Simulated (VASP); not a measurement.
# Tl (Fm-3m) in VASP: notebook

The runs below take Tl through single point, relaxation of cell and atoms, with LDA.

Everything below comes from runs of VASP 6.6.1. Logs are shortened: lines on timing, memory, paths and dates and some standing lists are left out, and cuts for length are marked.

## 1. The cell of the first run

The structure is cubic, space group Fm-3m (No. 225). Conventional cell: a = 4.953 Å, b = 4.953 Å, c = 4.953 Å, α = 90.00°, β = 90.00°, γ = 90.00°. Tl (site symmetry m-3m) has 12 Tl at 3.50 Å within 4.6 Å.

## 2. Single point, LDA (volume scaled by 1.12)

File INCAR:

```
SYSTEM = Tl
PREC     = Accurate       ! precision mode
ENCUT    = 520            ! plane-wave cutoff, eV
EDIFF    = 1E-7           ! SCF threshold, eV
ISMEAR   = -1             ! smearing method
SIGMA    = 0.1            ! smearing width, eV
LREAL    = .False.        ! projectors in reciprocal space
LASPH    = .True.         ! aspherical terms in the spheres
NELM     = 100            ! most SCF steps
ALGO     = Normal         ! electronic algorithm
ISIF     = 2              ! what is computed and relaxed
LWAVE    = .False.        ! write WAVECAR
LCHARG   = .False.        ! write CHGCAR
NBANDS   = 12             ! bands
```

File KPOINTS:

```
regular mesh
0
Gamma
  13 13 13
  0 0 0
```

File POSCAR:

```
Tl
1.0
    0.0000000000      2.4764999692      2.4764999692
    2.4764999692      0.0000000000      2.4764999692
    2.4764999692      2.4764999692      0.0000000000
Tl
1
Direct
    0.0000000000      0.0000000000      0.0000000000
```

Potentials or basis: VASP PAW LDA potentials, release 64 (Tl_d).

Started as:

```
$ cat potpaw_LDA.64/Tl_d/POTCAR > POTCAR
$ mpirun -np 1 vasp_std > vasp.out
```

OUTCAR:

```text
SYSTEM = Tl
   PREC = Accurate
   ENCUT = 520
   EDIFF = 1E-7
   ISMEAR = -1
   LREAL = .False.
   LASPH = .True.
   NELM = 100
   ISIF = 2

 ion  position               nearest neighbor table
   1  0.000  0.000  0.000-

  LATTYP: Found a face centered cubic cell.
 ALAT       =     4.9529999384

  Lattice vectors:

 A1 = (   0.0000000000,   2.4764999692,   2.4764999692)
 A2 = (   2.4764999692,   0.0000000000,   2.4764999692)
 A3 = (   2.4764999692,   2.4764999692,   0.0000000000)

Analysis of symmetry for initial positions (statically):
=====================================================================
 Subroutine PRICEL returns:
 Original cell was already a primitive cell.

 Routine SETGRP: Setting up the symmetry group for a
 face centered cubic supercell.

 Subroutine GETGRP returns: Found 48 space group operations
 (whereof 48 operations were pure point group operations)
 out of a pool of 48 trial point group operations.

The static configuration has the point symmetry O_h .

Analysis of symmetry for dynamics (positions and initial velocities):
=====================================================================
 Subroutine PRICEL returns:
 Original cell was already a primitive cell.

 Routine SETGRP: Setting up the symmetry group for a
 face centered cubic supercell.

 Subroutine GETGRP returns: Found 48 space group operations
 (whereof 48 operations were pure point group operations)
 out of a pool of 48 trial point group operations.

The dynamic configuration has the point symmetry O_h .

 Subroutine INISYM returns: Found 48 space group operations
 (whereof 48 operations are pure point group operations),
 and found     1 'primitive' translations

----------------------------------------------------------------------------------------

                                     Primitive cell

  volume of cell :      30.3770

  direct lattice vectors                    reciprocal lattice vectors
     0.000000000  2.476499969  2.476499969    -0.201897842  0.201897842  0.201897842
     2.476499969  0.000000000  2.476499969     0.201897842 -0.201897842  0.201897842
     2.476499969  2.476499969  0.000000000     0.201897842  0.201897842 -0.201897842

  length of vectors
     3.502299844  3.502299844  3.502299844     0.349697321  0.349697321  0.349697321

  position of ions in fractional coordinates (direct lattice)
     0.000000000  0.000000000  0.000000000

  ion indices of the primitive-cell ions
   primitive index   ion index
                 1           1

----------------------------------------------------------------------------------------
[... 81 lines left out ...]
   NELECT =      13.0000    total number of electrons
   NUPDOWN=      -1.0000    fix difference up-down
   EMIN   =  10.00;   EMAX   =-10.00  energy-range for DOS
   EFERMI =   0.00;   METHOD = LEGACY
   ISMEAR =    -1;   SIGMA  =   0.10  broadening in eV -4-tet -1-fermi 0-gaus
   EFERMI_NEDOS =   21; number of points for ismear=-14 and -15
   IALGO  =     38    algorithm
   IMIX   =      4    mixing-type and parameters
     AMIX     =   0.40;   BMIX     =  1.00
     AMIX_MAG =   1.60;   BMIX_MAG =  1.00
  volume/ion in A,a.u.               =      30.38       204.99
  Fermi-wavevector in a.u.,A,eV,Ry     =   1.233694  2.331345 20.708095  1.522002
  Thomas-Fermi vector in A             =   2.368414
   LORBIT       =      0    0 simple, 1 ext, 2 COOP (PROOUT), +10 PAW based schemes
   GGA     = CA    functional components
   LHFCALC =     F    Hartree Fock is set to
   AEXX    =    0.0000 exact exchange contribution
   IVDW    =     0    specifies the selected vdW correction
   LEPSILON=     F    determine dielectric tensor
   LRPA    =     F    only Hartree local field effects (RPA)
 non-spin polarized calculation
  energy-cutoff  :      520.00
  volume of cell :       30.38
 maximum number of plane-waves:       869
 NGX is ok and might be reduce to    28
   NGX = 13   NGY = 13   NGZ = 13

 number of electron      13.0000000 magnetization

 Free energy of the ion-electron system (eV)
  ---------------------------------------------------
  ext. energy  EPLUGINS =         0.00000000
  ---------------------------------------------------
  free energy    TOTEN  =        -2.89106473 eV

  energy without entropy =       -2.87279140  energy(sigma->0) =       -2.88192807

 E-fermi :   5.6145     XC(G=0): -10.2090

 val. band max:        5.5573582170   @ k =   0.4615   0.2308   0.0000
 cond. band min:       5.7146951342   @ k =  -0.3077   0.2308   0.0000
 fundamental gap:      0.1573369173
 Fermi energy:         5.6145049843

 k-point     1 :       0.0000    0.0000    0.0000
  band No.  band energies     occupation
      1      -5.8140      2.00000
      2      -5.8140      2.00000
      3      -5.8140      2.00000
      4      -5.5733      2.00000
      5      -5.5733      2.00000
      6      -4.0005      2.00000
      7      15.3716      0.00000
      8      15.3716      0.00000
      9      15.3716      0.00000
     10      16.5568      0.00000
     11      19.3810      0.00000
     12      20.1919      0.00000
[... 331 lines left out ...]
 k-point    24 :       0.4615    0.1538    0.0000
  band No.  band energies     occupation
      1      -5.9285      2.00000
      2      -5.7907      2.00000
      3      -5.7002      2.00000
      4      -5.5101      2.00000
      5      -5.3520      2.00000
      6      -0.2042      2.00000
      7       4.6197      1.99990
      8      11.0742      0.00000
      9      12.0725      0.00000
     10      14.9027      0.00000
     11      19.9846      0.00000
     12      20.6336      0.00000

 [... further k-points ...]

------------------------ aborting loop because EDIFF is reached ----------------------------------------

  FORCE on cell =-STRESS in cart. coord.  units (eV):
  Direction    XX          YY          ZZ          XY          YZ          ZX
  --------------------------------------------------------------------------------------
  -------------------------------------------------------------------------------------
  Total       -0.6891718     -0.6891718     -0.6891718     -0.0000000     -0.0000000      0.0000000
  in kB      -36.3490538    -36.3490538    -36.3490538     -0.0000000     -0.0000000      0.0000000
  external PRESSURE =     -36.3490538 kB  Pullay stress =       0.0000000 kB

 VOLUME and BASIS-vectors are now :
 -----------------------------------------------------------------------------
  energy-cutoff  :      520.00
  volume of cell :       30.38
      direct lattice vectors                 reciprocal lattice vectors
     0.000000000  2.476499969  2.476499969    -0.201897842  0.201897842  0.201897842
     2.476499969  0.000000000  2.476499969     0.201897842 -0.201897842  0.201897842
     2.476499969  2.476499969  0.000000000     0.201897842  0.201897842 -0.201897842

 POSITION                                       TOTAL-FORCE (eV/Angst)
 -----------------------------------------------------------------------------------
      0.00000      0.00000      0.00000         0.000000      0.000000      0.000000
 -----------------------------------------------------------------------------------
    total drift:                                0.000000     -0.000000     -0.000000

  FREE ENERGIE OF THE ION-ELECTRON SYSTEM (eV)
  ---------------------------------------------------
  free  energy   TOTEN  =        -2.8910647336 eV

  energy  without entropy=       -2.8727914019  energy(sigma->0) =       -2.88192807
```

OSZICAR:

```text
N       E                     dE             d eps       ncg     rms          rms(c)
DAV:   1     0.525922485688E+02    0.52592E+02   -0.66200E+03  2096   0.933E+02
DAV:   2    -0.229716443699E+01   -0.54889E+02   -0.53816E+02  2240   0.215E+02
DAV:   3    -0.291712820512E+01   -0.61996E+00   -0.61949E+00  2416   0.212E+01
DAV:   4    -0.292002412884E+01   -0.28959E-02   -0.28957E-02  2404   0.166E+00
DAV:   5    -0.292006050407E+01   -0.36375E-04   -0.36375E-04  2460   0.180E-01    0.180E+00
DAV:   6    -0.289584132115E+01    0.24219E-01   -0.38492E-02  2332   0.180E+00    0.130E+00
DAV:   7    -0.289144787358E+01    0.43934E-02   -0.11169E-02  2320   0.938E-01    0.578E-01
DAV:   8    -0.289106392217E+01    0.38395E-03   -0.38745E-04  2400   0.202E-01    0.295E-02
DAV:   9    -0.289106482500E+01   -0.90282E-06   -0.25437E-06  2396   0.176E-02    0.487E-03
DAV:  10    -0.289106473363E+01    0.91363E-07   -0.42598E-07  2436   0.708E-03
   1 F= -.28910647E+01 E0= -.28819281E+01  d E =-.182733E-01
```

Run time: 22 s. Hardware: 1 thread of AMD EPYC 7R13 (Zen 3), shared host; peak memory 0.13 GiB.

What came out:

```yaml
Free_energy: -2.8911 eV
Pressure: -3.6 GPa
```

Levels at points of the mesh, in eV from the Fermi level:
```
           k point  band 4  band 5  band 6  band 7  band 8  band 9
(0.00, 0.00, 0.00)  -11.19  -11.19   -9.62    9.76    9.76    9.76
```

Caveat: the cell differs from its parent crystal (volume scaled by 1.12); spin-orbit coupling is left out, which moves the levels of the heavy elements.

## 3. Relaxation of cell and atoms, LDA

This run uses another cell than the first one, of 28.04 Å³/atom, 0.923 times its volume.

File INCAR:

```
  PREC = Accurate
  ENCUT = 600
  EDIFF = 1E-6
  ISMEAR = -1
  SIGMA = 0.1
  LREAL = False
  LASPH = True
  NELM = 80
  ALGO = Normal
  ISIF = 3
  LWAVE = False
  LCHARG = False
  GGA = CA
  IBRION = 2
  NSW = 80
  EDIFFG = -0.01
```

File KPOINTS:

```
regular mesh
0
Gamma
  11 11 11
```

File POSCAR:

```
Tl
1.0
    0.0000000000      2.4112096569      2.4112096569
    2.4112096569      0.0000000000      2.4112096569
    2.4112096569      2.4112096569      0.0000000000
Tl
1
Direct
    0.0000000000      0.0000000000      0.0000000000
```

Potentials or basis: VASP PAW LDA potentials, release 64 (Tl_d).

Started as:

```
$ cat potpaw_LDA.64/Tl_d/POTCAR > POTCAR
$ mpirun -np 1 vasp_std > vasp.out
```

Wall time 18 s (1 thread of AMD EPYC 7R13 (Zen 3), shared host); peak memory 0.13 GiB.

Results (log left out):

```yaml
Free_energy: -2.9268 eV
Relaxed_volume: 27.22 Å³/atom
Relaxed_cell: a = 3.376 Å, b = 3.376 Å, c = 3.376 Å, α = 60.00°, β = 60.00°, γ = 60.00°
Space_group_after_relaxing_to_0.05_Å: Fm-3m (No. 225)
Energy_gained_by_relaxing: 3.1 meV/atom
Ionic_steps: 2
Pressure_after_relaxing: 0.0 GPa
```

Step by step:
```tsv
step	energy change (eV)	largest force (eV/Å)	pressure (GPa)	volume (Å³)
1	0.0000	0.0000	-1.17	28.04
2	-0.0031	0.0000	0.01	27.22
```

Final structure:
```xyz
1
Lattice="0.0000 2.3874 2.3874 2.3874 0.0000 2.3874 2.3874 2.3874 0.0000" Properties=species:S:1:pos:R:3 pbc="T T T"
Tl    0.0000    2.3874    2.3874
```

Levels at points of the mesh, in eV from the Fermi level:
```tsv
k point	band 4	band 5	band 6	band 7	band 8	band 9
(0.00, 0.00, 0.00)	-11.30	-11.30	-10.41	10.66	10.66	10.66
```

Caveat: spin-orbit coupling is left out, which moves the levels of the heavy elements.

## 4. Single point, LDA

This run uses another cell than the first one, of 27.12 Å³/atom, 0.893 times its volume.

File INCAR:

```
ALGO = Normal ; EDIFF = 1E-6
ENCUT = 520 ; ISIF = 2
ISMEAR = -1 ; LASPH = T
LCHARG = T ; LELF = T
LREAL = F ; LVHAR = T
LWAVE = F ; NBANDS = 12
NELM = 80 ; PREC = Accurate
SIGMA = 0.1
```

File KPOINTS:

```
k-points
0
Gamma
  19 19 19
```

File POSCAR:

```
Tl
1.0
    0.0000000000      2.3846921351      2.3846921351
    2.3846921351      0.0000000000      2.3846921351
    2.3846921351      2.3846921351      0.0000000000
Tl
1
Direct
    0.0000000000      0.0000000000      0.0000000000
```

Potentials or basis: VASP PAW LDA potentials, release 64 (Tl_d).

Started as:

```
$ cat potpaw_LDA.64/Tl_d/POTCAR > POTCAR
$ mpirun -np 1 vasp_std > vasp.out
```

OUTCAR:

```text
EDIFF = 1E-6
   ENCUT = 520
   ISIF = 2
   ISMEAR = -1
   LASPH = T
   LREAL = F
   NELM = 80
   PREC = Accurate

 ion  position               nearest neighbor table
   1  0.000  0.000  0.000-

  LATTYP: Found a face centered cubic cell.
 ALAT       =     4.7693842702

  Lattice vectors:

 A1 = (   0.0000000000,   2.3846921351,   2.3846921351)
 A2 = (   2.3846921351,   0.0000000000,   2.3846921351)
 A3 = (   2.3846921351,   2.3846921351,   0.0000000000)

Analysis of symmetry for initial positions (statically):
=====================================================================
 Subroutine PRICEL returns:
 Original cell was already a primitive cell.

 Routine SETGRP: Setting up the symmetry group for a
 face centered cubic supercell.

 Subroutine GETGRP returns: Found 48 space group operations
 (whereof 48 operations were pure point group operations)
 out of a pool of 48 trial point group operations.

The static configuration has the point symmetry O_h .

Analysis of symmetry for dynamics (positions and initial velocities):
=====================================================================
 Subroutine PRICEL returns:
[... 168 lines left out ...]
      5      -4.4480      2.00000
      6      -3.5742      2.00000
      7      17.5435      0.00000
      8      17.5435      0.00000
      9      17.5435      0.00000
     10      17.9145      0.00000
     11      21.9592      0.00000
     12      22.5071      0.00000
[... 331 lines left out ...]
 k-point    24 :      -0.2632    0.0526    0.0000
  band No.  band energies     occupation
      1      -4.9003      2.00000
      2      -4.7019      2.00000
      3      -4.6912      2.00000
      4      -4.3885      2.00000
      5      -4.3241      2.00000
      6      -1.6400      2.00000
      7       9.0989      0.00000
      8      15.0151      0.00000
      9      16.7939      0.00000
     10      18.0581      0.00000
     11      20.2594      0.00000
     12      21.2001      0.00000

 [... further k-points ...]

------------------------ aborting loop because EDIFF is reached ----------------------------------------

  FORCE on cell =-STRESS in cart. coord.  units (eV):
  Direction    XX          YY          ZZ          XY          YZ          ZX
  --------------------------------------------------------------------------------------
  -------------------------------------------------------------------------------------
  Total        0.0031797      0.0031797      0.0031797     -0.0000000      0.0000000     -0.0000000
  in kB        0.1878318      0.1878318      0.1878318     -0.0000000      0.0000000     -0.0000000
  external PRESSURE =       0.1878318 kB  Pullay stress =       0.0000000 kB

 VOLUME and BASIS-vectors are now :
 -----------------------------------------------------------------------------
  energy-cutoff  :      520.00
  volume of cell :       27.12
      direct lattice vectors                 reciprocal lattice vectors
     0.000000000  2.384692135  2.384692135    -0.209670671  0.209670671  0.209670671
     2.384692135  0.000000000  2.384692135     0.209670671 -0.209670671  0.209670671
     2.384692135  2.384692135  0.000000000     0.209670671  0.209670671 -0.209670671

 POSITION                                       TOTAL-FORCE (eV/Angst)
 -----------------------------------------------------------------------------------
      0.00000      0.00000      0.00000        -0.000000     -0.000000     -0.000000
 -----------------------------------------------------------------------------------
    total drift:                               -0.000000     -0.000000     -0.000000

  FREE ENERGIE OF THE ION-ELECTRON SYSTEM (eV)
  ---------------------------------------------------
  free  energy   TOTEN  =        -2.9306224610 eV

  energy  without entropy=       -2.9138374070  energy(sigma->0) =       -2.92222993
```

It took 60 s on 1 thread of AMD EPYC 7R13 (Zen 3), shared host; peak memory 0.16 GiB.

What came out:

```
Free energy : -2.9306 eV
Pressure    : 0.0 GPa
```

Levels at points of the mesh, in eV from the Fermi level:
```csv
k point,band 4,band 5,band 6,band 7,band 8,band 9
"(0.00, 0.00, 0.00)",-11.26,-11.26,-10.39,10.73,10.73,10.73
```

Caveat: spin-orbit coupling is left out, which moves the levels of the heavy elements.

## 5. Summary

| task | cell | k mesh | cutoff (eV) | gap on the mesh (eV) | pressure (GPa) |
| --- | --- | --- | --- | --- | --- |
| single point | a = 3.502 Å, angles 60.0°, 1 atom | 13 × 13 × 13 | 520 | none | -3.6 |
| relaxation of cell and atoms | relaxed from a = 3.410 Å, angles 60.0°, 1 atom | 11 × 11 × 11 | 600 | none | 0.0 |
| single point | a = 3.372 Å, angles 60.0°, 1 atom | 19 × 19 × 19 | 520 | none | 0.0 |

Alike in all rows: level LDA; potentials or basis VASP PAW LDA potentials, release 64 (Tl_d); no spin polarisation; smearing fermi-dirac 0.1 eV.

Caveats: spin-orbit coupling is left out, which moves the levels of the heavy elements.

Absolute energies hang on the potentials; compare differences alone.
